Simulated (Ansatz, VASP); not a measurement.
# Two plane-wave programs on MgO

The input INCAR:

```
SYSTEM = MgO
  PREC = Accurate
  ENCUT = 520
  EDIFF = 1E-6
  ISMEAR = 0
  SIGMA = 0.05
  LREAL = .False.
  LASPH = .True.
  NELM = 60
  ALGO = Normal
  ISIF = 2
  LWAVE = .False.
  LCHARG = .False.
  GGA = PS
  NBANDS = 11
```

The input KPOINTS:

```
Automatic mesh
0
Gamma
  10 10 10
  0 0 0
```

File POSCAR:

```
MgO
1.0
    0.0000000000      2.1071057202      2.2177287705
    2.1071057202      0.0000000000      2.2177287705
    2.1071057202      2.1071057202      0.0000000000
Mg O
1 1
Direct
    0.0000000000      0.0000000000      0.0000000000
    0.5000000000      0.5000000000      0.5000000000
```

Input for Ansatz:

```yaml
crystal:
  lattice:
    - [0.0, 2.1071057202, 2.2177287705]
    - [2.1071057202, 0.0, 2.2177287705]
    - [2.1071057202, 2.1071057202, 0.0]
  atoms:
    - { symbol: Mg, position: [0.0, 0.0, 0.0] }
    - { symbol: O, position: [0.5, 0.5, 0.5] }
basis:
  ecutwfc: 420
kpoints:
  mp_grid: { grid: [10, 10, 10] }
hamiltonian:
  xc: pbesol
scf:
  occupations: { method: gaussian, width: 0.05 }
output:
  forces: true
  stress: true
  eigenvalues: true
```

Change from the starting cell: strain +0.0525 x Voigt [0, 0, 1, 0, 0, 0], atoms carried along.

Alike in both runs: task single point; functional PBEsol; k mesh 10 × 10 × 10; occupations gaussian, width 0.05 eV; no spin polarisation.

|  | VASP | Ansatz |
| --- | --- | --- |
| version | VASP 6.6.1 | Ansatz 0.2.0 |
| potentials or method | VASP PAW PBE potentials, release 64 (Mg, O), cutoff 520 eV | scalar-relativistic, plane waves, PAW |
| valence electrons in the cell | 8 | 16 |

Ansatz gave:

| Property | Result |
| --- | --- |
| gap on the k mesh at the Fermi level (eV) | 4.07 |
| least direct gap on the mesh (eV) | 4.07 |
| pressure (GPa) | -6.5 |
| traceless stress, the component that is largest in VASP (GPa) | -4.60 |

**Question.** What did VASP give for the same quantities?

**Answer.** gap on the k mesh at the Fermi level (eV): 4.06; least direct gap on the mesh (eV): 4.06; pressure (GPa): -7.1; traceless stress, the component that is largest in VASP (GPa): -4.60.

VASP's potentials were made for PBE, not for PBEsol. VASP's potentials hold 8 valence electrons a cell and Ansatz's 16, so a difference there can come from the potentials and not from the codes.
